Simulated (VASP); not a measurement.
# TiAl3 (I4/mmm) in VASP: further runs

TiAl3 is run at these levels: PBEsol, LDA; tasks: single point.

All numbers are computed with VASP 6.6.1; they aren't measurements. Logs are shortened: lines on timing, memory, paths and dates and some standing lists are left out, and cuts for length are marked.

**1. The cell of the first run**

The structure is tetragonal, space group I4/mmm (No. 139). Conventional cell: a = 3.848 Å, b = 3.848 Å, c = 8.618 Å, α = 90.00°, β = 90.00°, γ = 90.00°. Within 3.6 Å of Ti (site symmetry 4/mmm) lie 12 Al at 2.72 to 2.89 Å. Al (site symmetry -4m2) has 8 Al at 2.72 to 2.89 Å and 4 Ti at 2.89 Å within 3.6 Å. Al (site symmetry 4/mmm) has 4 Ti at 2.72 Å and 8 Al at 2.89 Å within 3.6 Å.

**2. Single point, PBEsol (volume scaled by 1.02)**

INCAR reads:

```
PREC = Accurate
ENCUT = 520
EDIFF = 1E-6
ISMEAR = -1
SIGMA = 0.05
LREAL = F
LASPH = T
NELM = 60
ALGO = Normal
ISIF = 2
LWAVE = F
LCHARG = F
GGA = PS
NBANDS = 18
```

KPOINTS reads:

```
Automatic mesh
0
Gamma
  10 10 10
```

POSCAR reads:

```
TiAl3
1.0
   -1.9237634764      1.9237634764      4.3090184209
    1.9237634764     -1.9237634764      4.3090184209
    1.9237634764      1.9237634764     -4.3090184209
Ti Al
1 3
Direct
    0.0000000000      0.0000000000      0.0000000000
    0.2500000000      0.7500000000      0.5000000000
    0.7500000000      0.2500000000      0.5000000000
    0.5000000000      0.5000000000      0.0000000000
```

Potentials or basis: VASP PAW PBE potentials, release 64 (Ti_sv, Al).

The run is started by

```bash
$ cat potpaw_PBE.64/Ti_sv/POTCAR potpaw_PBE.64/Al/POTCAR > POTCAR
$ mpirun -np 1 vasp_std > vasp.out
```

OUTCAR:

```text
PREC = Accurate
   ENCUT = 520
   EDIFF = 1E-6
   ISMEAR = -1
   LREAL = F
   LASPH = T
   NELM = 60
   ISIF = 2
   GGA = PS

 ion  position               nearest neighbor table
   1  0.000  0.000  0.000-   4 2.72   4 2.72   4 2.72   4 2.72   3 2.89   2 2.89   3 2.89   2 2.89
                             3 2.89   3 2.89   2 2.89   2 2.89
   2  0.250  0.750  0.500-   3 2.72   3 2.72   3 2.72   3 2.72   4 2.89   1 2.89   4 2.89   4 2.89
                             1 2.89   1 2.89   4 2.89   1 2.89
   3  0.750  0.250  0.500-   2 2.72   2 2.72   2 2.72   2 2.72   4 2.89   1 2.89   4 2.89   1 2.89
                             4 2.89   4 2.89   1 2.89   1 2.89
   4  0.500  0.500  0.000-   1 2.72   1 2.72   1 2.72   1 2.72   3 2.89   2 2.89   3 2.89   3 2.89
                             2 2.89   2 2.89   3 2.89   2 2.89

  LATTYP: Found a body centered tetragonal cell.
 ALAT       =     3.8475269528
 C/A-ratio  =     2.2398899209

  Lattice vectors:

 A1 = (  -1.9237634764,   1.9237634764,   4.3090184209)
 A2 = (   1.9237634764,  -1.9237634764,   4.3090184209)
 A3 = (   1.9237634764,   1.9237634764,  -4.3090184209)

Analysis of symmetry for initial positions (statically):
=====================================================================
 Subroutine PRICEL returns:
 Original cell was already a primitive cell.

 Routine SETGRP: Setting up the symmetry group for a
 body centered tetragonal supercell.

 Subroutine GETGRP returns: Found 16 space group operations
 (whereof 16 operations were pure point group operations)
 out of a pool of 16 trial point group operations.

The static configuration has the point symmetry D_4h.

Analysis of symmetry for dynamics (positions and initial velocities):
=====================================================================
 Subroutine PRICEL returns:
 Original cell was already a primitive cell.

 Routine SETGRP: Setting up the symmetry group for a
 body centered tetragonal supercell.

 Subroutine GETGRP returns: Found 16 space group operations
 (whereof 16 operations were pure point group operations)
 out of a pool of 16 trial point group operations.

The dynamic configuration has the point symmetry D_4h.

 Subroutine INISYM returns: Found 16 space group operations
 (whereof 16 operations are pure point group operations),
 and found     1 'primitive' translations

----------------------------------------------------------------------------------------

                                     Primitive cell

  volume of cell :      63.7884

  direct lattice vectors                    reciprocal lattice vectors
    -1.923763476  1.923763476  4.309018421     0.000000000  0.259907211  0.116035707
     1.923763476 -1.923763476  4.309018421     0.259907211  0.000000000  0.116035707
     1.923763476  1.923763476 -4.309018421     0.259907211  0.259907211  0.000000000

  length of vectors
     5.096015265  5.096015265  5.096015265     0.284633174  0.284633174  0.367564303

  position of ions in fractional coordinates (direct lattice)
     0.000000000  0.000000000  0.000000000
     0.250000000  0.750000000  0.500000000
     0.750000000  0.250000000  0.500000000
     0.500000000  0.500000000  0.000000000

  ion indices of the primitive-cell ions
   primitive index   ion index
                 1           1
                 2           2
                 3           3
                 4           4

----------------------------------------------------------------------------------------

 KPOINTS: Automatic mesh

Automatic generation of k-mesh.
 Grid dimensions read from file:
 generate k-points for:   10   10   10

 Generating k-lattice:

  Cartesian coordinates                     Fractional coordinates (reciprocal lattice)
     0.000000000  0.025990721  0.011603571     0.100000000  0.000000000  0.000000000
     0.025990721  0.000000000  0.011603571     0.000000000  0.100000000  0.000000000
     0.025990721  0.025990721  0.000000000     0.000000000  0.000000000  0.100000000

  Length of vectors
     0.028463317  0.028463317  0.036756430

  Shift w.r.t. Gamma in fractional coordinates (k-lattice)
     0.000000000  0.000000000  0.000000000

 Subroutine IBZKPT returns following result:
 ===========================================

 Found    102 irreducible k-points:

 Following reciprocal coordinates:
            Coordinates               Weight
  0.000000  0.000000  0.000000      1.000000
  0.100000 -0.000000  0.000000      8.000000
  0.200000 -0.000000  0.000000      8.000000
  0.300000 -0.000000  0.000000      8.000000
  0.400000  0.000000  0.000000      8.000000
  0.500000 -0.000000  0.000000      4.000000
[... 16 lines left out ...]
  0.300000  0.300000  0.000000      8.000000
  0.400000  0.300000  0.000000     16.000000
 [... further k-points ...]
   k-points           NKPTS =    102   k-points in BZ     NKDIM =    102   number of bands    NBANDS=     18
   number of dos      NEDOS =    301   number of ions     NIONS =      4
   total plane-waves  NPLWV =  64000
   dimension x,y,z NGX =    40 NGY =   40 NGZ =   40
   dimension x,y,z NGXF=    80 NGYF=   80 NGZF=   80
   ions per type =               1   3
   NGX,Y,Z   is equivalent  to a cutoff of  13.05, 13.05, 13.05 a.u.
   NGXF,Y,Z  is equivalent  to a cutoff of  26.10, 26.10, 26.10 a.u.
 SYSTEM =  unknown system
   PREC   = accura    normal or accurate (medium, high low for compatibility)
   ISTART =      0    job   : 0-new  1-cont  2-samecut
   ICHARG =      2    charge: 1-file 2-atom 10-const
   ISPIN  =      1    spin polarized calculation?
   LNONCOLLINEAR =      F non collinear calculations
   LSORBIT =      F    spin-orbit coupling
   LASPH  =      T    aspherical Exc in radial PAW
   ENCUT  =  520.0 eV  38.22 Ry    6.18 a.u.   9.48  9.48  9.48*2*pi/ulx,y,z
   NELM   =     60;   NELMIN=  2; NELMDL= -5     # of ELM steps
   EDIFF  = 0.1E-05   stopping-criterion for ELM
   LREAL  =      F    real-space projection
   EDIFFG = 0.1E-04   stopping-criterion for IOM
   NSW    =      0    number of steps for IOM
   IBRION =     -1    ionic relax: 0-MD 1-quasi-New 2-CG
   NFREE  =      0    steps in history (QN), initial steepest desc. (CG)
   ISIF   =      2    stress and relaxation
   ISYM   =      2    0-nonsym 1-usesym 2-fastsym
   POTIM  = 0.5000    time-step for ionic-motion
   TEBEG  =    0.0;   TEEND  =   0.0 temperature during run
   PSTRESS=    0.0 pullay stress
   NELECT =      21.0000    total number of electrons
   NUPDOWN=      -1.0000    fix difference up-down
   EMIN   =  10.00;   EMAX   =-10.00  energy-range for DOS
   EFERMI =   0.00;   METHOD = LEGACY
   ISMEAR =    -1;   SIGMA  =   0.05  broadening in eV -4-tet -1-fermi 0-gaus
   EFERMI_NEDOS =   21; number of points for ismear=-14 and -15
   IALGO  =     38    algorithm
   IMIX   =      4    mixing-type and parameters
     AMIX     =   0.40;   BMIX     =  1.00
     AMIX_MAG =   1.60;   BMIX_MAG =  1.00
  volume/ion in A,a.u.               =      15.95       107.62
  Fermi-wavevector in a.u.,A,eV,Ry     =   1.130405  2.136156 17.385732  1.277815
  Thomas-Fermi vector in A             =   2.267101
   LORBIT       =      0    0 simple, 1 ext, 2 COOP (PROOUT), +10 PAW based schemes
   GGA     = PS    functional components
   LHFCALC =     F    Hartree Fock is set to
   AEXX    =    0.0000 exact exchange contribution
   IVDW    =     0    specifies the selected vdW correction
   LEPSILON=     F    determine dielectric tensor
   LRPA    =     F    only Hartree local field effects (RPA)
 non-spin polarized calculation
  energy-cutoff  :      520.00
  volume of cell :       63.79
 maximum number of plane-waves:      1738
 NGX is ok and might be reduce to    40
   NGX = 19   NGY = 19   NGZ = 19

 number of electron      21.0000000 magnetization

 Free energy of the ion-electron system (eV)
  ---------------------------------------------------
  ext. energy  EPLUGINS =         0.00000000
  ---------------------------------------------------
  free energy    TOTEN  =       -22.22450037 eV

  energy without entropy =      -22.21079462  energy(sigma->0) =      -22.21764750

 E-fermi :   8.0824     XC(G=0): -10.7980

 val. band max:        8.0804045417   @ k =  -0.3000  -0.3000   0.2000
 cond. band min:       8.0888703917   @ k =   0.2000  -0.0000   0.0000
 fundamental gap:      0.0084658500
 Fermi energy:         8.0823967311

 k-point     1 :       0.0000    0.0000    0.0000
  band No.  band energies     occupation
      1     -48.1744      2.00000
      2     -24.5892      2.00000
      3     -24.5892      2.00000
      4     -24.5107      2.00000
      5      -1.9230      2.00000
      6       5.2410      2.00000
[... 10 lines left out ...]
     17      11.8401      0.00000
     18      11.8401      0.00000

 k-point     2 :       0.1000   -0.0000    0.0000
  band No.  band energies     occupation
      1     -48.1743      2.00000
      2     -24.5917      2.00000
      3     -24.5891      2.00000
      4     -24.5105      2.00000
      5      -1.7996      2.00000
      6       4.7880      2.00000
[... 10 lines left out ...]
     17      11.8826      0.00000
     18      12.5245      0.00000

 k-point     3 :       0.2000   -0.0000    0.0000
  band No.  band energies     occupation
      1     -48.1739      2.00000
      2     -24.5983      2.00000
      3     -24.5886      2.00000
      4     -24.5102      2.00000
      5      -1.4332      2.00000
      6       4.2258      2.00000
[... 10 lines left out ...]
     17      12.1627      0.00000
     18      13.6576      0.00000

 k-point     4 :       0.3000   -0.0000    0.0000
  band No.  band energies     occupation
      1     -48.1736      2.00000
      2     -24.6064      2.00000
      3     -24.5881      2.00000
      4     -24.5099      2.00000
      5      -0.8345      2.00000
      6       3.3276      2.00000
[... 375 lines left out ...]
      4     -24.5094      2.00000
      5      -1.1098      2.00000
      6       5.0769      2.00000
[... 10 lines left out ...]
     17      12.1376      0.00000
     18      13.9269      0.00000

 k-point    23 :       0.3000    0.3000    0.0000
  band No.  band energies     occupation
      1     -48.1728      2.00000
      2     -24.6048      2.00000
      3     -24.6042      2.00000
      4     -24.5088      2.00000
      5       0.5071      2.00000
      6       3.0376      2.00000
[... 10 lines left out ...]
     17      13.6118      0.00000
     18      14.1256      0.00000

 k-point    24 :       0.4000    0.3000    0.0000
  band No.  band energies     occupation
      1     -48.1725      2.00000
      2     -24.6107      2.00000
      3     -24.6037      2.00000
      4     -24.5082      2.00000
      5       1.3230      2.00000
      6       2.4353      2.00000
[... 10 lines left out ...]
     17      12.8323      0.00000
     18      14.0465      0.00000

 [... further k-points ...]

------------------------ aborting loop because EDIFF is reached ----------------------------------------

  FORCE on cell =-STRESS in cart. coord.  units (eV):
  Direction    XX          YY          ZZ          XY          YZ          ZX
  --------------------------------------------------------------------------------------
  -------------------------------------------------------------------------------------
  Total       -1.0316626     -1.0316626     -1.0253199      0.0000000      0.0000000      0.0000000
  in kB      -25.9123362    -25.9123362    -25.7530256      0.0000000      0.0000000      0.0000000
  external PRESSURE =     -25.8592327 kB  Pullay stress =       0.0000000 kB

 VOLUME and BASIS-vectors are now :
 -----------------------------------------------------------------------------
  energy-cutoff  :      520.00
  volume of cell :       63.79
      direct lattice vectors                 reciprocal lattice vectors
    -1.923763476  1.923763476  4.309018421     0.000000000  0.259907211  0.116035707
     1.923763476 -1.923763476  4.309018421     0.259907211  0.000000000  0.116035707
     1.923763476  1.923763476 -4.309018421     0.259907211  0.259907211  0.000000000

 POSITION                                       TOTAL-FORCE (eV/Angst)
 -----------------------------------------------------------------------------------
      0.00000      0.00000      0.00000         0.000000      0.000000      0.000000
      1.92376     -0.00000      2.15451         0.000000     -0.000000     -0.000000
     -0.00000      1.92376      2.15451        -0.000000      0.000000     -0.000000
      0.00000      0.00000      4.30902         0.000000      0.000000      0.000000
 -----------------------------------------------------------------------------------
    total drift:                               -0.000000     -0.000000     -0.000000

  FREE ENERGIE OF THE ION-ELECTRON SYSTEM (eV)
  ---------------------------------------------------
  free  energy   TOTEN  =       -22.2245003729 eV

  energy  without entropy=      -22.2107946239  energy(sigma->0) =      -22.21764750
```

Wall time 2.2 min (1 thread of Intel Xeon Platinum 8488C (Sapphire Rapids), shared host); peak memory 0.3 GiB.

What came out:

| Quantity | Value |
| --- | --- |
| Free energy | -22.2245 eV |
| Pressure | -2.6 GPa |

Caveat: the PAW data sets were made with another functional, which shifts forces and pressure a little.

(Part 1 of 2 ends here.)
